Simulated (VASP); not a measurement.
# As (R-3m) in VASP: further runs, part 2 of 2

VASP 6.6.1. The steps go on from the part before.

## Step 5: Single point, LDA

INCAR

```
SYSTEM = As
ALGO = Normal
EDIFF = 1E-6
ENCUT = 500
GGA = CA
GGA_COMPAT = .FALSE.
ISIF = 2
ISMEAR = 1
LASPH = .TRUE.
LCHARG = .TRUE.
LELF = .TRUE.
LREAL = .FALSE.
LVHAR = .TRUE.
LWAVE = .FALSE.
NBANDS = 12
NELM = 120
PREC = Accurate
SIGMA = 0.2
```

KPOINTS

```
k-points
0
G
  10 10 10
  0 0 0
```

POSCAR

```
As
1.0
    1.8799878575      1.0854114956      3.3276505507
   -1.8799878575      1.0854114956      3.3276505507
    0.0000000000     -2.1708229912      3.3276505507
As
2
Direct
    0.7695128170      0.7695128170      0.7695128170
    0.2304871830      0.2304871830      0.2304871830
```

Potentials or basis: VASP PAW LDA potentials, release 64 (As).

The run is started by

```
cat potpaw_LDA.64/As/POTCAR > POTCAR
mpirun -np 1 vasp_std > vasp.out
```

OUTCAR:

```text
SYSTEM = As
   EDIFF = 1E-6
   ENCUT = 500
   GGA = CA
   ISIF = 2
   ISMEAR = 1
   LASPH = .TRUE.
   LREAL = .FALSE.
   NELM = 120
   PREC = Accurate

 ion  position               nearest neighbor table
   1  0.770  0.770  0.770-   2 2.52   2 2.52   2 2.52
   2  0.230  0.230  0.230-   1 2.52   1 2.52   1 2.52

  LATTYP: Found a trigonal (rhomboedric) cell.
 ALAT       =     3.9731260547
 COS(alpha) =     0.5522089635

  Lattice vectors:

 A1 = (   1.8799878575,   1.0854114956,   3.3276505507)
 A2 = (  -1.8799878575,   1.0854114956,   3.3276505507)
 A3 = (   0.0000000000,  -2.1708229912,   3.3276505507)

Analysis of symmetry for initial positions (statically):
=====================================================================
 Subroutine PRICEL returns:
 Original cell was already a primitive cell.

 Routine SETGRP: Setting up the symmetry group for a
 trigonal (rhombohedral) supercell.

 Subroutine GETGRP returns: Found 12 space group operations
 (whereof 12 operations were pure point group operations)
 out of a pool of 12 trial point group operations.

The static configuration has the point symmetry D_3d.

[... 173 lines left out ...]
      4       3.8884      2.00000
      5       3.8884      2.00000
      6       8.1516     -0.00000
      7       9.1831     -0.00000
      8       9.1831     -0.00000
      9      12.4801      0.00000
     10      12.4801      0.00000
     11      12.9136      0.00000
     12      14.6062      0.00000
[... 331 lines left out ...]
 k-point    24 :       0.4000    0.3000    0.0000
  band No.  band energies     occupation
      1      -7.2799      2.00000
      2      -2.9967      2.00000
      3       0.6679      2.00000
      4       1.9494      2.00000
      5       2.4590      2.00000
      6       8.3050     -0.00000
      7      10.6846      0.00000
      8      11.0103      0.00000
      9      11.6035      0.00000
     10      16.7388      0.00000
     11      17.0928      0.00000
     12      17.9338      0.00000

 [... further k-points ...]

------------------------ aborting loop because EDIFF is reached ----------------------------------------

  FORCE on cell =-STRESS in cart. coord.  units (eV):
  Direction    XX          YY          ZZ          XY          YZ          ZX
  --------------------------------------------------------------------------------------
  -------------------------------------------------------------------------------------
  Total        0.1477190      0.1477190      0.0701065      0.0000000      0.0000000      0.0000000
  in kB        5.8090958      5.8090958      2.7569580      0.0000000      0.0000000      0.0000000
  external PRESSURE =       4.7917165 kB  Pullay stress =       0.0000000 kB

 VOLUME and BASIS-vectors are now :
 -----------------------------------------------------------------------------
  energy-cutoff  :      500.00
  volume of cell :       40.74
      direct lattice vectors                 reciprocal lattice vectors
     1.879987857  1.085411496  3.327650551     0.265959165  0.153551595  0.100170775
    -1.879987857  1.085411496  3.327650551    -0.265959165  0.153551595  0.100170775
     0.000000000 -2.170822991  3.327650551     0.000000000 -0.307103191  0.100170775

 POSITION                                       TOTAL-FORCE (eV/Angst)
 -----------------------------------------------------------------------------------
      0.00000      0.00000      7.68201         0.000000     -0.000000     -0.055991
      0.00000      0.00000      2.30094         0.000000      0.000000      0.055991
 -----------------------------------------------------------------------------------
    total drift:                               -0.000000      0.000000      0.000000

  FREE ENERGIE OF THE ION-ELECTRON SYSTEM (eV)
  ---------------------------------------------------
  free  energy   TOTEN  =       -10.7890044542 eV

  energy  without entropy=      -10.7895122531  energy(sigma->0) =      -10.78917372
```

OSZICAR:

```text
N       E                     dE             d eps       ncg     rms          rms(c)
DAV:   1     0.269530098321E+02    0.26953E+02   -0.40960E+03  2784   0.674E+02
DAV:   2    -0.922920992895E+01   -0.36182E+02   -0.34525E+02  3736   0.110E+02
DAV:   3    -0.108240613226E+02   -0.15949E+01   -0.15836E+01  3464   0.237E+01
DAV:   4    -0.108318283780E+02   -0.77671E-02   -0.77668E-02  3188   0.187E+00
DAV:   5    -0.108318469076E+02   -0.18530E-04   -0.18529E-04  3448   0.981E-02    0.367E+00
DAV:   6    -0.108036445983E+02    0.28202E-01   -0.71422E-03  3128   0.447E-01    0.217E+00
DAV:   7    -0.107890180086E+02    0.14627E-01   -0.13827E-02  3136   0.640E-01    0.693E-02
DAV:   8    -0.107890009151E+02    0.17094E-04   -0.32268E-04  3248   0.114E-01    0.212E-02
DAV:   9    -0.107890048897E+02   -0.39746E-05   -0.22064E-05  3348   0.260E-02    0.826E-03
DAV:  10    -0.107890044542E+02    0.43543E-06   -0.15735E-06  2240   0.675E-03
   1 F= -.10789004E+02 E0= -.10789174E+02  d E =0.507799E-03
```

stdout:

```text
POSCAR found type information on POSCAR As
 POSCAR found :  1 types and       2 ions
 scaLAPACK will be used
 LDA part: xc-table for (Slater(with rela. corr.)+CA(PZ))
 , standard interpolation
 POSCAR, INCAR and KPOINTS ok, starting setup
 FFT: planning ... GRIDC
 FFT: planning ... GRID_SOFT
 FFT: planning ... GRID
 WAVECAR not read
 entering main loop
```

Run time: 22 s. Hardware: 1 thread of AMD EPYC 9R45 (Zen 5), shared host; peak memory 0.15 GiB.

Results:

* Free energy: -10.7890 eV
* Pressure: 0.5 GPa
* Largest force: 0.056 eV/Å
* Band gap on the k mesh: zero (band 5 reaches 5.96 eV, above the bottom of band 6 at 5.74 eV)

Forces on the atoms (eV/Å):
```
As   0.000  0.000 -0.056
As   0.000  0.000  0.056
```

## Step 6: Single point, LDA

INCAR

```
  PREC = Accurate
  ENCUT = 500
  EDIFF = 1E-6
  ISMEAR = 1
  SIGMA = 0.3
  LREAL = F
  LASPH = T
  NELM = 120
  ALGO = Normal
  ISIF = 2
  LWAVE = F
  LCHARG = F
  NBANDS = 12
  GGA_COMPAT = F
```

KPOINTS

```
Automatic mesh
0
Gamma
  10 10 10
```

POSCAR is that of step 5.

Potentials or basis: VASP PAW LDA potentials, release 64 (As).

The run is started by

```
cat potpaw_LDA.64/As/POTCAR > POTCAR
mpirun -np 1 vasp_std > vasp.out
```

OUTCAR:

```text
PREC = Accurate
   ENCUT = 500
   EDIFF = 1E-6
   ISMEAR = 1
   LREAL = F
   LASPH = T
   NELM = 120
   ISIF = 2

 ion  position               nearest neighbor table
   1  0.770  0.770  0.770-   2 2.52   2 2.52   2 2.52
   2  0.230  0.230  0.230-   1 2.52   1 2.52   1 2.52

  LATTYP: Found a trigonal (rhomboedric) cell.
 ALAT       =     3.9731260547
 COS(alpha) =     0.5522089635

  Lattice vectors:
[... 544 lines left out ...]
     11      17.0930      0.00000
     12      17.9339      0.00000

 [... further k-points ...]

------------------------ aborting loop because EDIFF is reached ----------------------------------------

  FORCE on cell =-STRESS in cart. coord.  units (eV):
  Direction    XX          YY          ZZ          XY          YZ          ZX
  --------------------------------------------------------------------------------------
  -------------------------------------------------------------------------------------
  Total        0.1511677      0.1511677      0.0734048     -0.0000000      0.0000000      0.0000000
  in kB        5.9447164      5.9447164      2.8866666     -0.0000000      0.0000000      0.0000000
  external PRESSURE =       4.9253665 kB  Pullay stress =       0.0000000 kB

 VOLUME and BASIS-vectors are now :
 -----------------------------------------------------------------------------
  energy-cutoff  :      500.00
  volume of cell :       40.74
      direct lattice vectors                 reciprocal lattice vectors
     1.879987857  1.085411496  3.327650551     0.265959165  0.153551595  0.100170775
    -1.879987857  1.085411496  3.327650551    -0.265959165  0.153551595  0.100170775
     0.000000000 -2.170822991  3.327650551     0.000000000 -0.307103191  0.100170775

 POSITION                                       TOTAL-FORCE (eV/Angst)
 -----------------------------------------------------------------------------------
      0.00000      0.00000      7.68201         0.000000     -0.000000     -0.051276
      0.00000      0.00000      2.30094         0.000000      0.000000      0.051276
 -----------------------------------------------------------------------------------
    total drift:                               -0.000000      0.000000      0.000000

  FREE ENERGIE OF THE ION-ELECTRON SYSTEM (eV)
  ---------------------------------------------------
  free  energy   TOTEN  =       -10.7882954211 eV

  energy  without entropy=      -10.7920174000  energy(sigma->0) =      -10.78953608
```

stdout:

```text
POSCAR found type information on POSCAR As
 POSCAR found :  1 types and       2 ions
 scaLAPACK will be used
 LDA part: xc-table for (Slater(with rela. corr.)+CA(PZ))
 , standard interpolation
 POSCAR, INCAR and KPOINTS ok, starting setup
 FFT: planning ... GRIDC
 FFT: planning ... GRID_SOFT
 FFT: planning ... GRID
 WAVECAR not read
 entering main loop
```

Wall time 22 s (1 thread of AMD EPYC 9R45 (Zen 5), shared host); peak memory 0.14 GiB.

What came out:

| Quantity | Value |
| --- | --- |
| Free energy | -10.7883 eV |
| Pressure | 0.5 GPa |
| Largest force | 0.051 eV/Å |
| Band gap on the k mesh | zero (band 5 reaches 5.96 eV, above the bottom of band 6 at 5.74 eV) |

Forces on the atoms (eV/Å):
```
As   0.000  0.000 -0.051
As   0.000  0.000  0.051
```

## Step 7: The runs side by side

| smearing | gap on the mesh (eV) | pressure (GPa) | largest force (eV/Å) |
| --- | --- | --- | --- |
| methfessel-paxton 0.01 eV | none | 0.5 | 0.06 |
| methfessel-paxton 0.03 eV | none | 0.5 | 0.06 |
| methfessel-paxton 0.1 eV | none | 0.5 | 0.06 |
| methfessel-paxton 0.2 eV | none | 0.5 | 0.06 |
| methfessel-paxton 0.3 eV | none | 0.5 | 0.05 |

Alike in all rows: task single point; level LDA; potentials or basis VASP PAW LDA potentials, release 64 (As); no spin polarisation; cell as given; k mesh 10 × 10 × 10; cutoff (eV) 500.

Every run on the cell as given and a fine mesh finds a metal.

Total energies depend on the potentials used, so only differences within one code and one set of settings carry meaning.
